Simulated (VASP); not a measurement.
# Ag (I4/mmm) in VASP: notebook

The runs below take Ag through single point, with PBEsol.

Everything below comes from runs of VASP 6.6.1. Logs are shortened: lines on timing, memory, paths and dates and some standing lists are left out, and cuts for length are marked.

### 1 The cell of the first run

It takes space group I4/mmm (No. 139, tetragonal). Conventional cell: a = 2.647 Å, b = 2.647 Å, c = 4.867 Å, α = 90.00°, β = 90.00°, γ = 90.00°. Within 3.5 Å of Ag (site symmetry 4/mmm) lie 12 Ag at 2.65 to 3.07 Å.

### 2 Single point, PBEsol

INCAR

```
SYSTEM = Ag
PREC     = Accurate       ! precision mode
ENCUT    = 520            ! plane-wave cutoff, eV
EDIFF    = 1E-7           ! SCF threshold, eV
ISMEAR   = 0              ! smearing method
SIGMA    = 0.15           ! smearing width, eV
LREAL    = .False.        ! projectors in reciprocal space
LASPH    = .True.         ! aspherical terms in the spheres
NELM     = 100            ! most SCF steps
ALGO     = Fast           ! electronic algorithm
ISIF     = 2              ! what is computed and relaxed
LWAVE    = .False.        ! write WAVECAR
LCHARG   = .False.        ! write CHGCAR
GGA      = PS             ! functional
NBANDS   = 12             ! bands
```

KPOINTS

```
Automatic mesh
0
Gamma
  22 22 22
  0 0 0
```

POSCAR

```
Ag
1.0
    0.0000000000      1.8720114742      2.4336149165
    1.8720114742      0.0000000000      2.4336149165
    1.8720114742      1.8720114742      0.0000000000
Ag
1
Direct
    0.0000000000      0.0000000000      0.0000000000
```

Potentials or basis: VASP PAW PBE potentials, release 64 (Ag).

Command:

```console
> cat potpaw_PBE.64/Ag/POTCAR > POTCAR
> mpirun -np 1 vasp_std > vasp.out
```

OUTCAR:

```text
SYSTEM = Ag
   PREC = Accurate
   ENCUT = 520
   EDIFF = 1E-7
   ISMEAR = 0
   LREAL = .False.
   LASPH = .True.
   NELM = 100
   ISIF = 2
   GGA = PS

 ion  position               nearest neighbor table
   1  0.000  0.000  0.000-

  LATTYP: Found a body centered tetragonal cell.
 ALAT       =     2.6474240157
 C/A-ratio  =     1.8384776311

  Lattice vectors:

 A1 = (  -1.8720114742,   0.0000000000,   2.4336149165)
 A2 = (   1.8720114742,   0.0000000000,   2.4336149165)
 A3 = (   0.0000000000,   1.8720114742,  -2.4336149165)

Analysis of symmetry for initial positions (statically):
=====================================================================
 Subroutine PRICEL returns:
 Original cell was already a primitive cell.

 Routine SETGRP: Setting up the symmetry group for a
 body centered tetragonal supercell.

 Subroutine GETGRP returns: Found 16 space group operations
 (whereof 16 operations were pure point group operations)
 out of a pool of 16 trial point group operations.

The static configuration has the point symmetry D_4h.

Analysis of symmetry for dynamics (positions and initial velocities):
=====================================================================
 Subroutine PRICEL returns:
 Original cell was already a primitive cell.

 Routine SETGRP: Setting up the symmetry group for a
 body centered tetragonal supercell.

 Subroutine GETGRP returns: Found 16 space group operations
 (whereof 16 operations were pure point group operations)
 out of a pool of 16 trial point group operations.

The dynamic configuration has the point symmetry D_4h.

 Subroutine INISYM returns: Found 16 space group operations
 (whereof 16 operations are pure point group operations),
 and found     1 'primitive' translations

----------------------------------------------------------------------------------------

                                     Primitive cell

  volume of cell :      17.0569

  direct lattice vectors                    reciprocal lattice vectors
     0.000000000  1.872011474  2.433614916    -0.267092380  0.267092380  0.205455677
     1.872011474  0.000000000  2.433614916     0.267092380 -0.267092380  0.205455677
     1.872011474  1.872011474  0.000000000     0.267092380  0.267092380 -0.205455677

  length of vectors
     3.070327103  3.070327103  2.647424016     0.429986877  0.429986877  0.429986877

  position of ions in fractional coordinates (direct lattice)
     0.000000000  0.000000000  0.000000000

  ion indices of the primitive-cell ions
   primitive index   ion index
                 1           1

----------------------------------------------------------------------------------------

 KPOINTS: Automatic mesh

Automatic generation of k-mesh.
 Grid dimensions read from file:
 generate k-points for:   22   22   22

 Generating k-lattice:

  Cartesian coordinates                     Fractional coordinates (reciprocal lattice)
    -0.012140563  0.012140563  0.009338894     0.045454545 -0.000000000  0.000000000
     0.012140563 -0.012140563  0.009338894    -0.000000000  0.045454545  0.000000000
     0.012140563  0.012140563 -0.009338894     0.000000000  0.000000000  0.045454545

  Length of vectors
     0.019544858  0.019544858  0.019544858

  Shift w.r.t. Gamma in fractional coordinates (k-lattice)
     0.000000000  0.000000000  0.000000000

 Subroutine IBZKPT returns following result:
 ===========================================

 Found    834 irreducible k-points:

 Following reciprocal coordinates:
            Coordinates               Weight
  0.000000  0.000000  0.000000      1.000000
  0.045455  0.000000  0.000000      8.000000
  0.090909  0.000000  0.000000      8.000000
  0.136364  0.000000  0.000000      8.000000
  0.181818  0.000000  0.000000      8.000000
  0.227273  0.000000  0.000000      8.000000
[... 16 lines left out ...]
  0.500000  0.045455  0.000000      8.000000
 -0.454545  0.045455  0.000000      8.000000
 [... further k-points ...]
   k-points           NKPTS =    834   k-points in BZ     NKDIM =    834   number of bands    NBANDS=     12
   number of dos      NEDOS =    301   number of ions     NIONS =      1
   total plane-waves  NPLWV =  11520
   dimension x,y,z NGX =    24 NGY =   24 NGZ =   20
   dimension x,y,z NGXF=    48 NGYF=   48 NGZF=   40
   ions per type =               1
   NGX,Y,Z   is equivalent  to a cutoff of  13.00, 13.00, 12.56 a.u.
   NGXF,Y,Z  is equivalent  to a cutoff of  25.99, 25.99, 25.12 a.u.
 SYSTEM =  Ag
   PREC   = accura    normal or accurate (medium, high low for compatibility)
   ISTART =      0    job   : 0-new  1-cont  2-samecut
   ICHARG =      2    charge: 1-file 2-atom 10-const
   ISPIN  =      1    spin polarized calculation?
   LNONCOLLINEAR =      F non collinear calculations
   LSORBIT =      F    spin-orbit coupling
   LASPH  =      T    aspherical Exc in radial PAW
   ENCUT  =  520.0 eV  38.22 Ry    6.18 a.u.   5.71  5.71  4.92*2*pi/ulx,y,z
   NELM   =    100;   NELMIN=  2; NELMDL= -5     # of ELM steps
   EDIFF  = 0.1E-06   stopping-criterion for ELM
   LREAL  =      F    real-space projection
   EDIFFG = 0.1E-05   stopping-criterion for IOM
   NSW    =      0    number of steps for IOM
   IBRION =     -1    ionic relax: 0-MD 1-quasi-New 2-CG
   NFREE  =      0    steps in history (QN), initial steepest desc. (CG)
   ISIF   =      2    stress and relaxation
   ISYM   =      2    0-nonsym 1-usesym 2-fastsym
   POTIM  = 0.5000    time-step for ionic-motion
   TEBEG  =    0.0;   TEEND  =   0.0 temperature during run
   PSTRESS=    0.0 pullay stress
   NELECT =      11.0000    total number of electrons
   NUPDOWN=      -1.0000    fix difference up-down
   EMIN   =  10.00;   EMAX   =-10.00  energy-range for DOS
   EFERMI =   0.00;   METHOD = LEGACY
   ISMEAR =     0;   SIGMA  =   0.15  broadening in eV -4-tet -1-fermi 0-gaus
   EFERMI_NEDOS =   21; number of points for ismear=-14 and -15
   IALGO  =     68    algorithm
   IMIX   =      4    mixing-type and parameters
     AMIX     =   0.40;   BMIX     =  1.00
     AMIX_MAG =   1.60;   BMIX_MAG =  1.00
  volume/ion in A,a.u.               =      17.06       115.11
  Fermi-wavevector in a.u.,A,eV,Ry     =   1.414402  2.672832 27.218893  2.000532
  Thomas-Fermi vector in A             =   2.535948
   LORBIT       =      0    0 simple, 1 ext, 2 COOP (PROOUT), +10 PAW based schemes
   GGA     = PS    functional components
   LHFCALC =     F    Hartree Fock is set to
   AEXX    =    0.0000 exact exchange contribution
   IVDW    =     0    specifies the selected vdW correction
   LEPSILON=     F    determine dielectric tensor
   LRPA    =     F    only Hartree local field effects (RPA)
 non-spin polarized calculation
 RMM-DIIS sequential band-by-band and
 Gauss-broadening in eV      SIGMA  =   0.15
  energy-cutoff  :      520.00
  volume of cell :       17.06
 maximum number of plane-waves:       470
   NGX = 11   NGY = 11   NGZ =  9

 number of electron      11.0000004 magnetization

 Free energy of the ion-electron system (eV)
  ---------------------------------------------------
  ext. energy  EPLUGINS =         0.00000000
  ---------------------------------------------------
  free energy    TOTEN  =        -3.16016933 eV

  energy without entropy =       -3.15704531  energy(sigma->0) =       -3.15860732

 E-fermi :   8.2179     XC(G=0): -12.3917

 val. band max:        8.2077689490   @ k =   0.4545   0.0455   0.2727
 cond. band min:       8.2312006577   @ k =  -0.1818   0.2727   0.1818
 fundamental gap:      0.0234317086
 Fermi energy:         8.2179401799

 k-point     1 :       0.0000    0.0000    0.0000
  band No.  band energies     occupation
      1       0.4134      2.00000
      2       2.2658      2.00000
      3       3.3901      2.00000
      4       4.2037      2.00000
      5       4.2037      2.00000
      6       5.2856      2.00000
      7      24.6949      0.00000
      8      25.1849      0.00000
      9      28.9933      0.00000
     10      28.9933      0.00000
     11      31.0314      0.00000
     12      31.2142      0.00000

 k-point     2 :       0.0455    0.0000    0.0000
  band No.  band energies     occupation
      1       0.4807      2.00000
      2       2.2906      2.00000
      3       3.4014      2.00000
      4       4.1768      2.00000
      5       4.2175      2.00000
      6       5.2630      2.00000
      7      24.6841      0.00000
      8      25.1681      0.00000
      9      28.3769      0.00000
     10      29.0322      0.00000
     11      30.2217      0.00000
     12      31.8165      0.00000

 k-point     3 :       0.0909    0.0000    0.0000
  band No.  band energies     occupation
      1       0.6770      2.00000
      2       2.3639      2.00000
      3       3.4322      2.00000
      4       4.1085      2.00000
      5       4.2574      2.00000
      6       5.1985      2.00000
      7      24.5907      0.00000
      8      24.9928      0.00000
      9      27.2923      0.00000
     10      29.1389      0.00000
     11      29.1474      0.00000
     12      32.6958      0.00000
[... 286 lines left out ...]
 k-point    23 :       0.5000    0.0455    0.0000
  band No.  band energies     occupation
      1       1.8953      2.00000
      2       2.6685      2.00000
      3       4.1234      2.00000
      4       5.1180      2.00000
      5       5.3178      2.00000
      6       7.9480      1.98908
      7      12.3624      0.00000
      8      19.9814      0.00000
      9      26.9064      0.00000
     10      27.8405      0.00000
     11      29.3583      0.00000
     12      34.3121      0.00000

 k-point    24 :      -0.4545    0.0455    0.0000
  band No.  band energies     occupation
      1       1.9010      2.00000
      2       2.6777      2.00000
      3       4.1093      2.00000
      4       5.1004      2.00000
      5       5.2970      2.00000
      6       8.0481      1.89078
      7      12.2983      0.00000
      8      20.0219      0.00000
      9      26.8652      0.00000
     10      27.8387      0.00000
     11      29.6617      0.00000
     12      34.1780      0.00000

 [... further k-points ...]

------------------------ aborting loop because EDIFF is reached ----------------------------------------

  FORCE on cell =-STRESS in cart. coord.  units (eV):
  Direction    XX          YY          ZZ          XY          YZ          ZX
  --------------------------------------------------------------------------------------
  -------------------------------------------------------------------------------------
  Total        0.8733788      0.8733788     -1.1625961      0.0000000     -0.0000000      0.0000000
  in kB       82.0378712     82.0378712   -109.2045144      0.0000000     -0.0000000      0.0000000
  external PRESSURE =      18.2904093 kB  Pullay stress =       0.0000000 kB

 VOLUME and BASIS-vectors are now :
 -----------------------------------------------------------------------------
  energy-cutoff  :      520.00
  volume of cell :       17.06
      direct lattice vectors                 reciprocal lattice vectors
     0.000000000  1.872011474  2.433614916    -0.267092380  0.267092380  0.205455677
     1.872011474  0.000000000  2.433614916     0.267092380 -0.267092380  0.205455677
     1.872011474  1.872011474  0.000000000     0.267092380  0.267092380 -0.205455677

 POSITION                                       TOTAL-FORCE (eV/Angst)
 -----------------------------------------------------------------------------------
      0.00000      0.00000      0.00000        -0.000000      0.000000      0.000000
 -----------------------------------------------------------------------------------
    total drift:                                0.000000      0.000000     -0.000000

  FREE ENERGIE OF THE ION-ELECTRON SYSTEM (eV)
  ---------------------------------------------------
  free  energy   TOTEN  =        -3.1601693326 eV

  energy  without entropy=       -3.1570453077  energy(sigma->0) =       -3.15860732
```

It took 3.4 min on 1 thread of Intel Xeon 8259CL, shared host; peak memory 0.27 GiB.

What came out:

```yaml
Free_energy: -3.1602 eV
Pressure: 1.8 GPa
Band_gap_on_the_k_mesh: zero (an odd number of electrons rules out a gap without spin polarisation)
```

Caveat: the PAW data sets were made with another functional, which shifts forces and pressure a little.

### 3 Single point, PBEsol

This run uses another cell than the first one, of the same volume but with other edges.

INCAR

```
PREC = Accurate
ENCUT = 520
EDIFF = 1E-6
ISMEAR = 0
SIGMA = 0.15
LREAL = F
LASPH = T
NELM = 60
ALGO = Fast
ISIF = 2
LWAVE = F
LCHARG = F
GGA = PS
NBANDS = 12
```

KPOINTS

```
regular mesh
0
Gamma
  22 22 22
```

POSCAR

```
Ag
1.0
    0.0000000000      2.1006821639      1.9326275907
    2.1006821639      0.0000000000      1.9326275907
    2.1006821639      2.1006821639      0.0000000000
Ag
1
Direct
    0.0000000000      0.0000000000      0.0000000000
```

Potentials or basis: VASP PAW PBE potentials, release 64 (Ag).

Command:

```console
> cat potpaw_PBE.64/Ag/POTCAR > POTCAR
> mpirun -np 1 vasp_std > vasp.out
```

Run time: 3.3 min. Hardware: 1 thread of Intel Xeon 8259CL, shared host; peak memory 0.28 GiB.

It converged, with:

```
Free energy            : -3.3009 eV
Pressure               : -2.5 GPa
Band gap on the k mesh : zero (an odd number of electrons rules out a gap without spin polarisation)
```

Stress tensor (GPa, compression positive):
```
-3.27  0.00  0.00
 0.00 -3.27  0.00
 0.00  0.00 -1.09
```

Levels at points of the mesh, in eV from the Fermi level:
| k point | band 3 | band 4 | band 5 | band 6 | band 7 | band 8 | band 9 | band 10 |
| --- | --- | --- | --- | --- | --- | --- | --- | --- |
| (0.00, 0.00, 0.00) | -4.91 | -4.43 | -4.00 | -3.50 | 16.09 | 19.19 | 19.19 | 20.36 |
| (0.50, 0.00, 0.00) | -4.53 | -3.05 | -2.80 | -0.44 | 3.61 | 14.91 | 16.87 | 19.20 |
| (0.50, 0.50, 0.00) | -2.95 | -2.70 | -2.70 | 2.57 | 8.13 | 9.62 | 9.62 | 16.21 |
| (0.50, 0.00, 0.50) | -2.99 | -2.92 | -2.57 | 1.08 | 6.04 | 11.09 | 11.24 | 17.67 |

Caveat: the PAW data sets were made with another functional, which shifts forces and pressure a little.

### 4 Single point, PBEsol

This run uses another cell than the first one, of the same volume but with other edges.

INCAR

```
SYSTEM = Ag
ALGO = Fast
EDIFF = 1E-6
ENCUT = 520
GGA = PS
ISIF = 2
ISMEAR = 0
LASPH = .True.
LCHARG = .True.
LELF = .True.
LREAL = .False.
LVHAR = .True.
LWAVE = .False.
NBANDS = 12
NELM = 60
PREC = Accurate
SIGMA = 0.15
```

KPOINTS

```
k-points
0
Gamma
  22 22 22
  0 0 0
```

POSCAR

```
Ag
1.0
    0.0000000000      1.9792108454      2.1771319299
    1.9792108454      0.0000000000      2.1771319299
    1.9792108454      1.9792108454      0.0000000000
Ag
1
Direct
    0.0000000000      0.0000000000      0.0000000000
```

Command:

```console
> cat potpaw_PBE.64/Ag/POTCAR > POTCAR
> mpirun -np 1 vasp_std > vasp.out
```

Wall time 3.2 min (1 thread of Intel Xeon 8259CL, shared host); peak memory 0.28 GiB.

It converged, with:

- Free energy: -3.2931 eV
- Pressure: -2.4 GPa
- Band gap on the k mesh: zero (an odd number of electrons rules out a gap without spin polarisation)

Stress tensor (GPa, compression positive):
```
-0.69  0.00  0.00
 0.00 -0.69  0.00
 0.00  0.00 -5.67
```

Levels at points of the mesh, in eV from the Fermi level:
```csv
k point,band 2,band 3,band 4,band 5,band 6,band 7,band 8,band 9,band 10,band 11
"(0.00, 0.00, 0.00)",-5.21,-4.57,-4.57,-4.11,-3.45,16.09,18.70,19.95,19.95,24.28
"(0.50, 0.00, 0.00)",-5.10,-4.54,-3.07,-2.85,-0.46,3.60,14.50,17.50,18.96,21.45
"(0.50, 0.50, 0.00)",-6.35,-2.94,-2.79,-2.79,0.51,5.18,11.75,11.75,18.22,18.33
"(0.50, 0.00, 0.50)",-6.26,-3.03,-3.00,-2.49,2.08,7.49,10.05,10.12,16.64,16.75
```

Caveat: the PAW data sets were made with another functional, which shifts forces and pressure a little.

[end of part 1 of 2]
